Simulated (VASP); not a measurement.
# Sn in VASP: settings compared

The runs below take Sn through electric field gradients, with PBE, r2SCAN.

Program: VASP 6.6.1. These are calculated values, not measurements. Logs are shortened: lines on timing, memory, paths and dates and some standing lists are left out, and cuts for length are marked.

**1. The cell of the first run**

It takes space group Fd-3m (No. 227, cubic). Conventional cell: a = 6.577 Å, b = 6.577 Å, c = 6.577 Å, α = 90.00°, β = 90.00°, γ = 90.00°. Within 3.8 Å of Sn (site symmetry -43m) lie 4 Sn at 2.85 Å.

This isn't the form of Sn at room conditions, which is tetragonal (white tin).

**2. Electric field gradients, PBE (35.56 Å³/atom)**

INCAR reads:

```
SYSTEM = Sn
  ALGO = Normal
  EDIFF = 1E-8
  ENCUT = 520
  GGA = PE
  ISIF = 2
  ISMEAR = -1
  LASPH = .TRUE.
  LCHARG = .FALSE.
  LEFG = .TRUE.
  LREAL = .FALSE.
  LWAVE = .FALSE.
  NBANDS = 21
  NELM = 60
  PREC = Accurate
  SIGMA = 0.03
```

KPOINTS reads:

```
k-points
0
G
  9 9 9
  0 0 0
```

POSCAR reads:

```
Sn
1.0
    0.0000000000      3.2883101610      3.2883101610
    3.2883101610      0.0000000000      3.2883101610
    3.2883101610      3.2883101610      0.0000000000
Sn
2
Direct
    0.5000000000      0.5000000000      0.5000000000
    0.7500000000      0.7500000000      0.7500000000
```

Potentials or basis: VASP PAW PBE potentials, release 64 (Sn_d).

Run with:

```console
$ cat potpaw_PBE.64/Sn_d/POTCAR > POTCAR
$ mpirun -np 1 vasp_std > vasp.out
```

OUTCAR:

```text
SYSTEM = Sn
   EDIFF = 1E-8
   ENCUT = 520
   GGA = PE
   ISIF = 2
   ISMEAR = -1
   LASPH = .TRUE.
   LREAL = .FALSE.
   NELM = 60
   PREC = Accurate

 ion  position               nearest neighbor table
   1  0.500  0.500  0.500-   2 2.85   2 2.85   2 2.85   2 2.85
   2  0.750  0.750  0.750-   1 2.85   1 2.85   1 2.85   1 2.85

  LATTYP: Found a face centered cubic cell.
 ALAT       =     6.5766203220

  Lattice vectors:

 A1 = (   0.0000000000,   3.2883101610,   3.2883101610)
 A2 = (   3.2883101610,   0.0000000000,   3.2883101610)
 A3 = (   3.2883101610,   3.2883101610,   0.0000000000)

Analysis of symmetry for initial positions (statically):
=====================================================================
 Subroutine PRICEL returns:
 Original cell was already a primitive cell.

 Routine SETGRP: Setting up the symmetry group for a
 face centered cubic supercell.

 Subroutine GETGRP returns: Found 48 space group operations
 (whereof 24 operations were pure point group operations)
 out of a pool of 48 trial point group operations.

The static configuration has the point symmetry T_d .
 The point group associated with its full space group is O_h .

Analysis of symmetry for dynamics (positions and initial velocities):
=====================================================================
 Subroutine PRICEL returns:
 Original cell was already a primitive cell.

 Routine SETGRP: Setting up the symmetry group for a
 face centered cubic supercell.

 Subroutine GETGRP returns: Found 48 space group operations
 (whereof 24 operations were pure point group operations)
 out of a pool of 48 trial point group operations.

The dynamic configuration has the point symmetry T_d .
 The point group associated with its full space group is O_h .

 Subroutine INISYM returns: Found 48 space group operations
 (whereof 24 operations are pure point group operations),
 and found     1 'primitive' translations

----------------------------------------------------------------------------------------

                                     Primitive cell

  volume of cell :      71.1129

  direct lattice vectors                    reciprocal lattice vectors
[... 119 lines left out ...]
  energy-cutoff  :      520.00
  volume of cell :       71.11
 maximum number of plane-waves:      1932
   NGX = 17   NGY = 17   NGZ = 17

 number of electron      27.9999985 magnetization

 Free energy of the ion-electron system (eV)
  ---------------------------------------------------
  ext. energy  EPLUGINS =         0.00000000
  ---------------------------------------------------
  free energy    TOTEN  =        -7.67790394 eV

  energy without entropy =       -7.67686141  energy(sigma->0) =       -7.67738268

 E-fermi :   5.1622     XC(G=0):  -8.7009

 val. band max:        5.0945869549   @ k =   0.1111   0.0000   0.0000
 cond. band min:       5.1647638705   @ k =   0.4444   0.0000   0.0000
 fundamental gap:      0.0701769156
 Fermi energy:         5.1622066665

 k-point     1 :       0.0000    0.0000    0.0000
  band No.  band energies     occupation
      1     -16.3818      2.00000
      2     -16.3818      2.00000
      3     -16.3818      2.00000
      4     -16.3276      2.00000
      5     -16.3276      2.00000
      6     -16.0498      2.00000
[... 565 lines left out ...]
     20      14.8564      0.00000
     21      15.2790      0.00000

 [... further k-points ...]

------------------------ aborting loop because EDIFF is reached ----------------------------------------

  FORCE on cell =-STRESS in cart. coord.  units (eV):
  Direction    XX          YY          ZZ          XY          YZ          ZX
  --------------------------------------------------------------------------------------
  -------------------------------------------------------------------------------------
  Total        0.5901071      0.5901071      0.5901071      0.0000000      0.0000000     -0.0000000
  in kB       13.2951465     13.2951465     13.2951465      0.0000000      0.0000000     -0.0000000
  external PRESSURE =      13.2951465 kB  Pullay stress =       0.0000000 kB

 VOLUME and BASIS-vectors are now :
 -----------------------------------------------------------------------------
  energy-cutoff  :      520.00
  volume of cell :       71.11
      direct lattice vectors                 reciprocal lattice vectors
     0.000000000  3.288310161  3.288310161    -0.152053783  0.152053783  0.152053783
     3.288310161  0.000000000  3.288310161     0.152053783 -0.152053783  0.152053783
     3.288310161  3.288310161  0.000000000     0.152053783  0.152053783 -0.152053783

 POSITION                                       TOTAL-FORCE (eV/Angst)
 -----------------------------------------------------------------------------------
      3.28831      3.28831      3.28831        -0.000000      0.000000     -0.000000
      4.93247      4.93247      4.93247         0.000000     -0.000000      0.000000
 -----------------------------------------------------------------------------------
    total drift:                                0.000000      0.000000      0.000000

  FREE ENERGIE OF THE ION-ELECTRON SYSTEM (eV)
  ---------------------------------------------------
  free  energy   TOTEN  =        -7.6779039442 eV

  energy  without entropy=       -7.6768614065  energy(sigma->0) =       -7.67738268

 Electric field gradients (V/A^2)
---------------------------------------------------------------------
 ion       V_xx      V_yy      V_zz      V_xy      V_xz      V_yz
---------------------------------------------------------------------
   1       0.000    -0.000    -0.000     0.002     0.002     0.002
   2       0.000    -0.000    -0.000     0.002     0.002     0.002
---------------------------------------------------------------------

 Electric field gradients after diagonalization (V/A^2)
 (convention: |V_zz| > |V_xx| > |V_yy|)
----------------------------------------------------------------------
 ion       V_xx      V_yy      V_zz     asymmetry (V_yy - V_xx)/ V_zz
----------------------------------------------------------------------
   1      -0.002    -0.002     0.003       0.000
   2      -0.002    -0.002     0.003       0.000
----------------------------------------------------------------------

           NMR quadrupolar parameters

 Cq : quadrupolar parameter    Cq=e*Q*V_zz/h
 eta: asymmetry parameters     (V_yy - V_xx)/ V_zz
 Q  : nuclear electric quadrupole moment in mb (millibarn)
----------------------------------------------------------------------
 ion       Cq(MHz)       eta       Q (mb)
----------------------------------------------------------------------
   1       0.000       0.000       1.000
   2       0.000       0.000       1.000
----------------------------------------------------------------------
```

stdout:

```text
POSCAR found type information on POSCAR Sn
 POSCAR found :  1 types and       2 ions
 scaLAPACK will be used
 LDA part: xc-table for (Slater+PW92), standard interpolation
 POSCAR, INCAR and KPOINTS ok, starting setup
 FFT: planning ... GRIDC
 FFT: planning ... GRID_SOFT
 FFT: planning ... GRID
 WAVECAR not read
 entering main loop
ion   1

ion   2
```

Run time: 54 s. Hardware: 1 thread of Intel Xeon 8259CL, shared host; peak memory 0.22 GiB.

Results:

```yaml
Free_energy: -7.6779 eV
Pressure: 1.3 GPa
Band_gap_on_the_k_mesh: zero (bands 14 and 15 overlap by 0.15 eV)
Largest_electric_field_gradient_by_atom: zero within the noise of the run
```

Caveat: spin-orbit coupling is left out, which moves the levels of the heavy elements.

**3. Electric field gradients, PBE (36.24 Å³/atom)**

This run uses another cell than the first one, of 36.24 Å³/atom.

INCAR reads:

```
PREC = Accurate
ENCUT = 520
EDIFF = 1E-8
ISMEAR = -1
SIGMA = 0.03
LREAL = F
LASPH = T
NELM = 100
ALGO = Normal
ISIF = 2
LWAVE = F
LCHARG = F
GGA = PE
LEFG = T
NBANDS = 21
```

KPOINTS reads:

```
regular mesh
0
Gamma
  9 9 9
```

POSCAR reads:

```
Sn
1.0
    0.0000000000      3.3092553764      3.3092553764
    3.3092553764      0.0000000000      3.3092553764
    3.3092553764      3.3092553764      0.0000000000
Sn
2
Direct
    0.5000000000      0.5000000000      0.5000000000
    0.7500000000      0.7500000000      0.7500000000
```

Potentials or basis: VASP PAW PBE potentials, release 64 (Sn_d).

Run with:

```console
$ cat potpaw_PBE.64/Sn_d/POTCAR > POTCAR
$ mpirun -np 1 vasp_std > vasp.out
```

OUTCAR:

```text
PREC = Accurate
   ENCUT = 520
   EDIFF = 1E-8
   ISMEAR = -1
   LREAL = F
   LASPH = T
   NELM = 100
   ISIF = 2
   GGA = PE

 ion  position               nearest neighbor table
   1  0.500  0.500  0.500-   2 2.87   2 2.87   2 2.87   2 2.87
   2  0.750  0.750  0.750-   1 2.87   1 2.87   1 2.87   1 2.87

  LATTYP: Found a face centered cubic cell.
 ALAT       =     6.6185107528

  Lattice vectors:

 A1 = (   0.0000000000,   3.3092553764,   3.3092553764)
 A2 = (   3.3092553764,   0.0000000000,   3.3092553764)
 A3 = (   3.3092553764,   3.3092553764,   0.0000000000)

[... 788 lines left out ...]
  free  energy   TOTEN  =        -7.6863625080 eV

  energy  without entropy=       -7.6850751996  energy(sigma->0) =       -7.68571885

 Electric field gradients (V/A^2)
---------------------------------------------------------------------
 ion       V_xx      V_yy      V_zz      V_xy      V_xz      V_yz
---------------------------------------------------------------------
   1      -0.000     0.000     0.000     0.002     0.002     0.002
   2       0.000     0.000     0.000     0.002     0.002     0.002
---------------------------------------------------------------------

 Electric field gradients after diagonalization (V/A^2)
 (convention: |V_zz| > |V_xx| > |V_yy|)
----------------------------------------------------------------------
 ion       V_xx      V_yy      V_zz     asymmetry (V_yy - V_xx)/ V_zz
----------------------------------------------------------------------
   1      -0.002    -0.002     0.004       0.000
   2      -0.002    -0.002     0.004       0.000
----------------------------------------------------------------------

           NMR quadrupolar parameters

 Cq : quadrupolar parameter    Cq=e*Q*V_zz/h
 eta: asymmetry parameters     (V_yy - V_xx)/ V_zz
 Q  : nuclear electric quadrupole moment in mb (millibarn)
----------------------------------------------------------------------
 ion       Cq(MHz)       eta       Q (mb)
----------------------------------------------------------------------
   1       0.000       0.000       1.000
   2       0.000       0.000       1.000
----------------------------------------------------------------------
```

OSZICAR:

```text
N       E                     dE             d eps       ncg     rms          rms(c)
DAV:   1     0.225246192343E+03    0.22525E+03   -0.14799E+04  1485   0.188E+03
DAV:   2     0.165089315512E+02   -0.20874E+03   -0.20452E+03  1490   0.435E+02
DAV:   3    -0.695033019360E+01   -0.23459E+02   -0.23338E+02  1710   0.138E+02
DAV:   4    -0.770764955313E+01   -0.75732E+00   -0.75702E+00  1680   0.282E+01
DAV:   5    -0.773376196217E+01   -0.26112E-01   -0.26112E-01  2166   0.504E+00    0.295E+00
DAV:   6    -0.769995453958E+01    0.33807E-01   -0.25509E-02  2000   0.200E+00    0.173E+00
DAV:   7    -0.768418927062E+01    0.15765E-01   -0.39631E-02  1620   0.209E+00    0.157E-01
DAV:   8    -0.768590882799E+01   -0.17196E-02   -0.54283E-03  1660   0.826E-01    0.501E-02
DAV:   9    -0.768633947006E+01   -0.43064E-03   -0.55945E-04  1669   0.148E-01    0.121E-02
DAV:  10    -0.768635760606E+01   -0.18136E-04   -0.34210E-05  1860   0.485E-02    0.622E-03
DAV:  11    -0.768636251119E+01   -0.49051E-05   -0.77179E-06  1643   0.168E-02    0.739E-04
DAV:  12    -0.768636251508E+01   -0.38904E-08   -0.24568E-07  1804   0.384E-03    0.435E-04
DAV:  13    -0.768636250797E+01    0.71109E-08   -0.31028E-08  1335   0.107E-03
   1 F= -.76863625E+01 E0= -.76857189E+01  d E =-.128731E-02
```

stdout:

```text
POSCAR found type information on POSCAR Sn
 POSCAR found :  1 types and       2 ions
 scaLAPACK will be used
 LDA part: xc-table for (Slater+PW92), standard interpolation
 POSCAR, INCAR and KPOINTS ok, starting setup
 FFT: planning ... GRIDC
 FFT: planning ... GRID_SOFT
 FFT: planning ... GRID
 WAVECAR not read
 entering main loop
ion   1

ion   2
```

It took 53 s on 1 thread of Intel Xeon 8259CL, shared host; peak memory 0.22 GiB.

What came out:

- Free energy: -7.6864 eV
- Pressure: 0.6 GPa
- Band gap on the k mesh: zero (bands 14 and 15 overlap by 0.18 eV)
- Largest electric field gradient by atom: zero within the noise of the run

Levels at points of the mesh, in eV from the Fermi level:
| k point | band 10 | band 11 | band 12 | band 13 | band 14 | band 15 | band 16 | band 17 | band 18 | band 19 |
| --- | --- | --- | --- | --- | --- | --- | --- | --- | --- | --- |
| (0.00, 0.00, 0.00) | -21.18 | -10.14 | -0.96 | 0.16 | 0.16 | 0.16 | 2.23 | 2.23 | 2.23 | 5.05 |

Caveat: spin-orbit coupling is left out, which moves the levels of the heavy elements.

(Continued in part 2 of 3.)
